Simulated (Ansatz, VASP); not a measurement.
KCl: VASP beside Ansatz

Contents of INCAR:

```
SYSTEM = KCl
PREC     = Accurate       ! precision mode
ENCUT    = 520            ! plane-wave cutoff, eV
EDIFF    = 1E-7           ! SCF threshold, eV
ISMEAR   = 0              ! smearing method
SIGMA    = 0.05           ! smearing width, eV
LREAL    = .FALSE.        ! projectors in reciprocal space
LASPH    = .TRUE.         ! aspherical terms in the spheres
NELM     = 60             ! most SCF steps
ALGO     = Normal         ! electronic algorithm
ISIF     = 2              ! what is computed and relaxed
LWAVE    = .FALSE.        ! write WAVECAR
LCHARG   = .FALSE.        ! write CHGCAR
GGA      = PE             ! functional
NBANDS   = 15             ! bands
```

The input KPOINTS:

```
Automatic mesh
0
G
  6 6 6
  0 0 0
```

File POSCAR:

```
KCl
1.0
    3.7816080600      0.0000000000      0.0000000000
    0.0000000000      3.7816080600      0.0000000000
    0.0000000000      0.0000000000      3.8967839400
K Cl
1 1
Direct
    0.0000000000      0.0000000000      0.0000000000
    0.5000000000      0.5000000000      0.5000000000
```

Input for Ansatz:

```yaml
crystal:
  lattice:
    - [3.78160806, 0.0, 0.0]
    - [0.0, 3.78160806, 0.0]
    - [0.0, 0.0, 3.89678394]
  atoms:
    - { symbol: K, position: [0.0, 0.0, 0.0] }
    - { symbol: Cl, position: [0.5, 0.5, 0.5] }
basis:
  ecutwfc: 420
kpoints:
  mp_grid: { grid: [6, 6, 6] }
hamiltonian:
  xc: pbe
scf:
  occupations: { method: gaussian, width: 0.05 }
output:
  forces: true
  stress: true
  eigenvalues: true
```

Change from the starting cell: strain -0.015 along x and y, +0.015 along z, atoms carried along.

Alike in both runs: task single point; functional PBE; k mesh 6 × 6 × 6; occupations gaussian, width 0.05 eV; no spin polarisation.

```csv
,VASP,Ansatz
version,VASP 6.6.1,Ansatz 0.2.0
potentials or method,"VASP PAW PBE potentials, release 64 (K_sv, Cl), cutoff 520 eV","scalar-relativistic, plane waves, PAW"
valence electrons in the cell,16,16
```

```tsv
	VASP	Ansatz	Ansatz less VASP
gap on the k mesh at the Fermi level (eV)	4.80	4.80	+0.001
least direct gap on the mesh (eV)	5.00	5.00	0.000
pressure (GPa)	0.3	0.2	-0.01
traceless stress, the component that is largest in VASP (GPa)	-0.87	-0.87	-0.001
```
